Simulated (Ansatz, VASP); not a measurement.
**One calculation of Pb, two programs**

INCAR

```
PREC = Accurate
ENCUT = 520
EDIFF = 1E-7
ISMEAR = 0
SIGMA = 0.1
LREAL = F
LASPH = T
NELM = 100
ALGO = Normal
ISIF = 2
LWAVE = F
LCHARG = T
GGA = PE
LELF = T
LVHAR = T
NBANDS = 21
```

Contents of KPOINTS:

```
Automatic mesh
0
Gamma
  16 16 16
```

POSCAR

```
Pb
1.0
   -2.7349429886      2.7349429886      1.6266222738
    2.7349429886     -2.7349429886      1.6266222738
    2.7349429886      2.7349429886     -1.6266222738
Pb
2
Direct
    0.2500000000      0.7500000000      0.5000000000
    0.5000000000      0.5000000000      0.0000000000
```

Input for Ansatz:

```yaml
crystal:
  lattice:
    - [-2.7349429886, 2.7349429886, 1.6266222738]
    - [2.7349429886, -2.7349429886, 1.6266222738]
    - [2.7349429886, 2.7349429886, -1.6266222738]
  atoms:
    - { symbol: Pb, position: [0.25, 0.75, 0.5] }
    - { symbol: Pb, position: [0.5, 0.5, 0.0] }
basis:
  ecutwfc: 420
kpoints:
  mp_grid: { grid: [16, 16, 16] }
hamiltonian:
  xc: pbe
scf:
  occupations: { method: gaussian, width: 0.1 }
output:
  forces: true
  stress: true
  eigenvalues: true
```

Alike in both runs: task single point; functional PBE; k mesh 16 × 16 × 16; occupations gaussian, width 0.1 eV; no spin polarisation.

|  | VASP | Ansatz |
| --- | --- | --- |
| version | VASP 6.6.1 | Ansatz 0.2.0 |
| potentials or method | VASP PAW PBE potentials, release 64 (Pb_d), cutoff 520 eV | scalar-relativistic, plane waves, PAW |
| valence electrons in the cell | 28 | 28 |

```tsv
	VASP	Ansatz	Ansatz less VASP
gap on the k mesh at the Fermi level (eV)	none	none	-
pressure (GPa)	26.1	26.2	+0.09
traceless stress, the component that is largest in VASP (GPa)	-9.31	-9.34	-0.022
```

A gap of «none» marks a metal or a gap that the smearing closes.

Neither program's run includes spin-orbit coupling.
